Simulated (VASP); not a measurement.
Input of a VASP 6.6.1 run:

Contents of INCAR:

```
SYSTEM = Sb
PREC = Accurate
ENCUT = 520
EDIFF = 1E-6
ISMEAR = -1
SIGMA = 0.08
LREAL = .False.
LASPH = .True.
NELM = 100
ALGO = Normal
ISIF = 2
LWAVE = .False.
LCHARG = .False.
GGA = CA
NBANDS = 12
```

File KPOINTS:

```
Automatic mesh
0
Gamma
  15 15 8
  0 0 0
```

Contents of POSCAR:

```
Sb
1.0
    2.9470401588      0.0000000000      0.0000000000
   -1.4735200794      2.5522116435      0.0000000000
    0.0000000000      0.0000000000      4.8331774573
Sb
2
Direct
    0.3333333333      0.6666666667      0.2500000000
    0.6666666667      0.3333333333      0.7500000000
```

Potentials or basis: VASP PAW LDA potentials, release 64 (Sb).

Run with:

```bash
$ cat potpaw_LDA.64/Sb/POTCAR > POTCAR
$ mpirun -np 1 vasp_std > vasp.out
```

(1) Estimate the band gap on the k mesh.

(2) What does it give for the pressure?

Results:

(1) zero (band 5 reaches 21.65 eV, above the bottom of band 6 at 9.54 eV).

(2) 55.7 GPa.

Caveat: spin-orbit coupling is left out, which moves the levels of the heavy elements.
